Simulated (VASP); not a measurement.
# Si10GeO20 (a cell with a defect) in VASP: single point with LDA

Aim: the single point of Si10GeO20 (a cell with a defect) with LDA.

Everything below comes from runs of VASP 6.6.1. Logs are shortened: lines on timing, memory, paths and dates and some standing lists are left out, and cuts for length are marked.

## (1) The cell of the first run

The cell holds a defect, 31 atoms: a = 9.432 Å, b = 9.432 Å, c = 9.774 Å, α = 58.79°, β = 58.79°, γ = 62.41°.

## (2) Single point, LDA

File INCAR:

```
PREC = Accurate
ENCUT = 520
EDIFF = 1E-7
ISMEAR = 0
SIGMA = 0.02
LREAL = Auto
LASPH = True
NELM = 60
ALGO = Normal
ISIF = 2
LWAVE = False
LCHARG = False
NBANDS = 108
```

File KPOINTS:

```
regular mesh
0
Gamma
  2 2 2
```

File POSCAR:

```
Si10GeO20
1.0
    0.0000000000      6.9114200000      6.4185140000
    6.9114200000      0.0000000000      6.4185140000
    6.9114200000      6.9114200000      0.0000000000
Si O Ge
10 20 1
Direct
    0.9257030891      0.1948021530      0.0728003539
    0.8070860323      0.0730956399      0.9235446361
    0.5706354350      0.3072209380      0.6985632378
    0.6972508066      0.4243336031      0.3051219543
    0.2479391650      0.2535086105      0.7490873656
    0.4241398524      0.6925378942      0.5767154605
    0.3074356136      0.5801971319      0.4232887652
    0.0826030656      0.8065076102      0.1876257723
    0.1959420723      0.9239077992      0.8032643294
    0.7581667186      0.7468595019      0.2427581743
    0.0772565679      0.2845275344      0.9141663064
    0.7241621356      0.9170698794      0.0820648423
    0.4161025244      0.2249799294      0.7754503865
    0.7965552642      0.5745456429      0.2112785253
    0.0065732163      0.0009280923      0.1833647220
    0.3038499519      0.6956608187      0.5028024136
    0.6873267178      0.3195925547      0.5010503566
    0.0008748465     -0.0034376185      0.8095621097
    0.8035511753      0.3053479190      0.1939194747
    0.6895196935      0.1895630922      0.8101815931
    0.5931547600      0.7493057147      0.4157718577
    0.2335883901      0.4186563146      0.5772360972
    0.9250713345      0.7270545715      0.2645394779
    0.2658117834      0.0868286100      0.7297183904
    0.4873670043      0.4991348293      0.7034409682
    0.8107997436      0.1884706900     -0.0010817927
    0.2019096029      0.8068839722     -0.0050885069
    0.5048866112      0.5150343213      0.3041095920
    0.3249568025      0.8232645934      0.6743791740
    0.1923458691      0.6911457937      0.3080419247
    0.0871215645      0.4973635429      1.0489987181
```

Potentials or basis: VASP PAW LDA potentials, release 64 (Si, O, Ge_d).

On the command line:

```sh
cat potpaw_LDA.64/Si/POTCAR potpaw_LDA.64/O/POTCAR potpaw_LDA.64/Ge_d/POTCAR > POTCAR
mpirun -np 1 vasp_std > vasp.out
```

OUTCAR:

```text
PREC = Accurate
   ENCUT = 520
   EDIFF = 1E-7
   ISMEAR = 0
   LREAL = Auto
   LASPH = True
   NELM = 60
   ISIF = 2

 ion  position               nearest neighbor table
   1  0.926  0.195  0.073-  19 1.60  15 1.61  26 1.62  11 1.62   8 3.05   2 3.05   5 3.06
   2  0.807  0.073  0.924-  20 1.60  18 1.61  26 1.62  12 1.62   9 3.05  10 3.05   1 3.05
   3  0.571  0.307  0.699-  20 1.59  13 1.61  25 1.62  17 1.62   6 3.02   5 3.06   4 3.08
   4  0.697  0.424  0.305-  19 1.59  17 1.61  28 1.61  14 1.65  10 3.05   7 3.06   3 3.08
   5  0.248  0.254  0.749-  24 1.60  22 1.61  13 1.62  11 1.63   1 3.06   3 3.06   7 3.09   9 3.10

   6  0.424  0.693  0.577-  29 1.59  16 1.61  21 1.62  25 1.62   7 3.00   3 3.02
   7  0.307  0.580  0.423-  30 1.59  22 1.61  16 1.61  28 1.62   6 3.00   4 3.06   5 3.09
   8  0.083  0.807  0.188-  30 1.59  15 1.62  27 1.62  23 1.62   9 3.02   1 3.05  10 3.09
   9  0.196  0.924  0.803-  29 1.60  24 1.62  18 1.62  27 1.62   8 3.02   2 3.05   5 3.10
  10  0.758  0.747  0.243-  21 1.60  12 1.61  23 1.61  14 1.65   4 3.05   2 3.05   8 3.09
  11  0.077  0.285  0.914-   1 1.62   5 1.63
  12  0.724  0.917  0.082-  10 1.61   2 1.62
  13  0.416  0.225  0.775-   3 1.61   5 1.62
  14  0.797  0.575  0.211-   4 1.65  10 1.65  31 2.32
  15  0.007  0.001  0.183-   1 1.61   8 1.62
  16  0.304  0.696  0.503-   6 1.61   7 1.61
  17  0.687  0.320  0.501-   4 1.61   3 1.62
  18  0.001  0.997  0.810-   2 1.61   9 1.62
  19  0.804  0.305  0.194-   4 1.59   1 1.60
  20  0.690  0.190  0.810-   3 1.59   2 1.60
[... 8 lines left out ...]
  29  0.325  0.823  0.674-   6 1.59   9 1.60
  30  0.192  0.691  0.308-   8 1.59   7 1.59
  31  0.087  0.497  0.049-  14 2.32

  LATTYP: Found a body centered tetragonal cell.
 ALAT       =     9.7742238993
 C/A-ratio  =     1.3133552221

  Lattice vectors:

 A1 = (   0.0000000000,  -6.9114200000,  -6.4185140000)
 A2 = (   0.0000000000,   6.9114200000,  -6.4185140000)
 A3 = (   6.9114200000,   0.0000000000,   6.4185140000)

Analysis of symmetry for initial positions (statically):
=====================================================================
 Subroutine PRICEL returns:
 Original cell was already a primitive cell.

 Routine SETGRP: Setting up the symmetry group for a
 body centered tetragonal supercell.

 Subroutine GETGRP returns: Found  1 space group operations
 (whereof  1 operations were pure point group operations)
 out of a pool of 16 trial point group operations.

The static configuration has the point symmetry C_1 .

Analysis of symmetry for dynamics (positions and initial velocities):
=====================================================================
 Subroutine PRICEL returns:
 Original cell was already a primitive cell.

 Routine SETGRP: Setting up the symmetry group for a
 body centered tetragonal supercell.

 Subroutine GETGRP returns: Found  1 space group operations
 (whereof  1 operations were pure point group operations)
 out of a pool of 16 trial point group operations.

The dynamic configuration has the point symmetry C_1 .

 Subroutine INISYM returns: Found  1 space group operations
 (whereof  1 operations are pure point group operations),
 and found     1 'primitive' translations

----------------------------------------------------------------------------------------

                                     Primitive cell

  volume of cell :     613.1956

  direct lattice vectors                    reciprocal lattice vectors
     0.000000000  6.911420000  6.418514000    -0.072344033  0.072344033  0.077899651
     6.911420000  0.000000000  6.418514000     0.072344033 -0.072344033  0.077899651
     6.911420000  6.911420000  0.000000000     0.072344033  0.072344033 -0.077899651

  length of vectors
     9.432128518  9.432128518  9.774223899     0.128591112  0.128591112  0.128591112

  position of ions in fractional coordinates (direct lattice)
     0.925703089  0.194802153  0.072800354
     0.807086032  0.073095640  0.923544636
     0.570635435  0.307220938  0.698563238
     0.697250807  0.424333603  0.305121954
     0.247939165  0.253508610  0.749087366
     0.424139852  0.692537894  0.576715460
[... 23 lines left out ...]
     0.192345869  0.691145794  0.308041925
     0.087121565  0.497363543  0.048998718

  ion indices of the primitive-cell ions
   primitive index   ion index
                 1           1
                 2           2
                 3           3
                 4           4
                 5           5
                 6           6
[... 23 lines left out ...]
                30          30
                31          31

----------------------------------------------------------------------------------------

 KPOINTS: regular mesh

Automatic generation of k-mesh.
 Grid dimensions read from file:
 generate k-points for:    2    2    2

 Generating k-lattice:

  Cartesian coordinates                     Fractional coordinates (reciprocal lattice)
    -0.036172017  0.036172017  0.038949825     0.500000000 -0.000000000  0.000000000
     0.036172017 -0.036172017  0.038949825    -0.000000000  0.500000000  0.000000000
     0.036172017  0.036172017 -0.038949825     0.000000000  0.000000000  0.500000000

  Length of vectors
     0.064295556  0.064295556  0.064295556

  Shift w.r.t. Gamma in fractional coordinates (k-lattice)
     0.000000000  0.000000000  0.000000000

 Subroutine IBZKPT returns following result:
 ===========================================

 Found      8 irreducible k-points:

 Following reciprocal coordinates:
            Coordinates               Weight
  0.000000  0.000000  0.000000      1.000000
  0.500000  0.000000  0.000000      1.000000
  0.000000  0.000000  0.500000      1.000000
  0.000000  0.500000  0.000000      1.000000
  0.500000  0.500000  0.500000      1.000000
  0.500000  0.500000  0.000000      1.000000
  0.500000  0.000000  0.500000      1.000000
  0.000000  0.500000  0.500000      1.000000
   k-points           NKPTS =      8   k-points in BZ     NKDIM =      8   number of bands    NBANDS=    108
   number of dos      NEDOS =    301   number of ions     NIONS =     31
   total plane-waves  NPLWV = 392000
   dimension x,y,z NGX =    70 NGY =   70 NGZ =   80
   dimension x,y,z NGXF=   140 NGYF=  140 NGZF=  160
   ions per type =              10  20   1
   NGX,Y,Z   is equivalent  to a cutoff of  12.34, 12.34, 13.61 a.u.
   NGXF,Y,Z  is equivalent  to a cutoff of  24.68, 24.68, 27.21 a.u.
 SYSTEM =  unknown system
   PREC   = accura    normal or accurate (medium, high low for compatibility)
   ISTART =      0    job   : 0-new  1-cont  2-samecut
   ICHARG =      2    charge: 1-file 2-atom 10-const
   ISPIN  =      1    spin polarized calculation?
   LNONCOLLINEAR =      F non collinear calculations
   LSORBIT =      F    spin-orbit coupling
   LASPH  =      T    aspherical Exc in radial PAW
   ENCUT  =  520.0 eV  38.22 Ry    6.18 a.u.  17.54 17.54 18.17*2*pi/ulx,y,z
   NELM   =     60;   NELMIN=  2; NELMDL= -5     # of ELM steps
   EDIFF  = 0.1E-06   stopping-criterion for ELM
   LREAL  =      T    real-space projection
   EDIFFG = 0.1E-05   stopping-criterion for IOM
   NSW    =      0    number of steps for IOM
   IBRION =     -1    ionic relax: 0-MD 1-quasi-New 2-CG
   NFREE  =      0    steps in history (QN), initial steepest desc. (CG)
   ISIF   =      2    stress and relaxation
   ISYM   =      2    0-nonsym 1-usesym 2-fastsym
   POTIM  = 0.5000    time-step for ionic-motion
   TEBEG  =    0.0;   TEEND  =   0.0 temperature during run
   PSTRESS=    0.0 pullay stress
   NELECT =     174.0000    total number of electrons
   NUPDOWN=      -1.0000    fix difference up-down
   EMIN   =  10.00;   EMAX   =-10.00  energy-range for DOS
   EFERMI =   0.00;   METHOD = LEGACY
   ISMEAR =     0;   SIGMA  =   0.02  broadening in eV -4-tet -1-fermi 0-gaus
   EFERMI_NEDOS =   21; number of points for ismear=-14 and -15
   IALGO  =     38    algorithm
   IMIX   =      4    mixing-type and parameters
     AMIX     =   0.40;   BMIX     =  1.00
     AMIX_MAG =   1.60;   BMIX_MAG =  1.00
  volume/ion in A,a.u.               =      19.78       133.49
  Fermi-wavevector in a.u.,A,eV,Ry     =   1.075784  2.032936 15.746161  1.157310
  Thomas-Fermi vector in A             =   2.211650
   LORBIT       =      0    0 simple, 1 ext, 2 COOP (PROOUT), +10 PAW based schemes
   GGA     = CA    functional components
   LHFCALC =     F    Hartree Fock is set to
   AEXX    =    0.0000 exact exchange contribution
   IVDW    =     0    specifies the selected vdW correction
   LEPSILON=     F    determine dielectric tensor
   LRPA    =     F    only Hartree local field effects (RPA)
 non-spin polarized calculation
 Gauss-broadening in eV      SIGMA  =   0.02
  energy-cutoff  :      520.00
  volume of cell :      613.20
 maximum number of plane-waves:     16550
   NGX = 35   NGY = 35   NGZ = 37

 number of electron     174.0000003 magnetization

 Free energy of the ion-electron system (eV)
  ---------------------------------------------------
  ext. energy  EPLUGINS =         0.00000000
  ---------------------------------------------------
  free energy    TOTEN  =      -259.28936576 eV

  energy without entropy =     -259.28272506  energy(sigma->0) =     -259.28604541

 E-fermi :   2.4835     XC(G=0):  -7.2680

 val. band max:        2.4804262329   @ k =   0.5000   0.5000   0.5000
 cond. band min:       2.4853565720   @ k =   0.0000   0.0000   0.0000
 fundamental gap:      0.0049303391
 Fermi energy:         2.4835183260

 k-point     1 :       0.0000    0.0000    0.0000
  band No.  band energies     occupation
      1     -23.2257      2.00000
      2     -23.2128      2.00000
      3     -22.9548      2.00000
      4     -22.8940      2.00000
      5     -22.8292      2.00000
      6     -21.5782      2.00000
[... 91 lines left out ...]
     98       6.4594      0.00000
     99       6.5228      0.00000

 k-point     2 :       0.5000    0.0000    0.0000
  band No.  band energies     occupation
      1     -23.2257      2.00000
      2     -23.2128      2.00000
      3     -22.9548      2.00000
      4     -22.8940      2.00000
      5     -22.8292      2.00000
      6     -21.4594      2.00000
[... 703 lines left out ...]
     98       6.4265      0.00000
     99       6.7070      0.00000
 [bands above 99 left out]

------------------------ aborting loop because EDIFF is reached ----------------------------------------

  FORCE on cell =-STRESS in cart. coord.  units (eV):
  Direction    XX          YY          ZZ          XY          YZ          ZX
  --------------------------------------------------------------------------------------
  -------------------------------------------------------------------------------------
  Total       -3.4561377     -1.8897110     -3.0997353      0.2936746     -0.1112920      1.5103299
  in kB       -9.0303079     -4.9374977     -8.0990883      0.7673223     -0.2907873      3.9462386
  external PRESSURE =      -7.3556313 kB  Pullay stress =       0.0000000 kB

 VOLUME and BASIS-vectors are now :
 -----------------------------------------------------------------------------
  energy-cutoff  :      520.00
  volume of cell :      613.20
      direct lattice vectors                 reciprocal lattice vectors
     0.000000000  6.911420000  6.418514000    -0.072344033  0.072344033  0.077899651
     6.911420000  0.000000000  6.418514000     0.072344033 -0.072344033  0.077899651
     6.911420000  6.911420000  0.000000000     0.072344033  0.072344033 -0.077899651

 POSITION                                       TOTAL-FORCE (eV/Angst)
 -----------------------------------------------------------------------------------
      1.84951      6.90108      7.19198         0.093392      0.005125     -0.007595
      6.88820     11.96112      5.64946         0.006047     -0.081001     -0.045830
      6.95140      8.77197      5.63453        -0.008108      0.077093      0.010517
      5.04157      6.92782      7.19891        -0.059678      0.007471      0.013763
      6.92936      6.89087      3.21855         0.012948     -0.001843     -0.001984
      8.77234      6.91733      7.16741         0.073921     -0.000332      0.042014
[... 23 lines left out ...]
      6.90581      3.45839      5.67070        -0.002372     -0.002569      0.006812
      3.77614      0.94078      3.75153        -0.005347     -0.004627      0.003691
 -----------------------------------------------------------------------------------
    total drift:                                0.008819      0.006646     -0.001960

  FREE ENERGIE OF THE ION-ELECTRON SYSTEM (eV)
  ---------------------------------------------------
  free  energy   TOTEN  =      -259.2893657648 eV

  energy  without entropy=     -259.2827250609  energy(sigma->0) =     -259.28604541
```

Wall time 18 min (1 thread of Intel Xeon Platinum 8488C (Sapphire Rapids), shared host); peak memory 0.73 GiB.

What came out:

```yaml
Free_energy: -259.2894 eV
Pressure: -0.7 GPa
Largest_force: 0.094 eV/Å
Band_gap_on_the_k_mesh: zero (filled and empty bands overlap)
```

Forces in eV/Å, atoms in the order of the input:
```
Si   0.093  0.005 -0.008
Si   0.006 -0.081 -0.046
Si  -0.008  0.077  0.011
Si  -0.060  0.007  0.014
Si   0.013 -0.002 -0.002
Si   0.074  0.000  0.042
Si   0.011 -0.078 -0.020
Si  -0.023  0.079 -0.013
Si  -0.079  0.018  0.036
Si  -0.016 -0.016 -0.026
O    0.016 -0.002  0.018
O   -0.003 -0.006  0.007
O    0.001  0.008 -0.010
O   -0.017  0.013  0.027
O    0.018  0.007  0.006
O    0.017 -0.020 -0.005
O   -0.007  0.003 -0.016
O   -0.021 -0.015  0.008
O   -0.018 -0.006  0.011
O    0.001 -0.004 -0.002
O    0.008 -0.002 -0.008
O   -0.017 -0.003  0.000
O    0.017  0.018 -0.008
O   -0.001 -0.007 -0.007
O    0.012  0.026 -0.006
O   -0.001 -0.008  0.005
O   -0.004  0.005 -0.003
O   -0.006 -0.019 -0.005
O    0.001  0.010 -0.010
O   -0.002 -0.003  0.007
Ge  -0.005 -0.005  0.004
```

Stress tensor (GPa, compression positive):
```
-0.90  0.08  0.39
 0.08 -0.49 -0.03
 0.39 -0.03 -0.81
```

Caveat: the k points lie up to 0.40 Å⁻¹ apart.
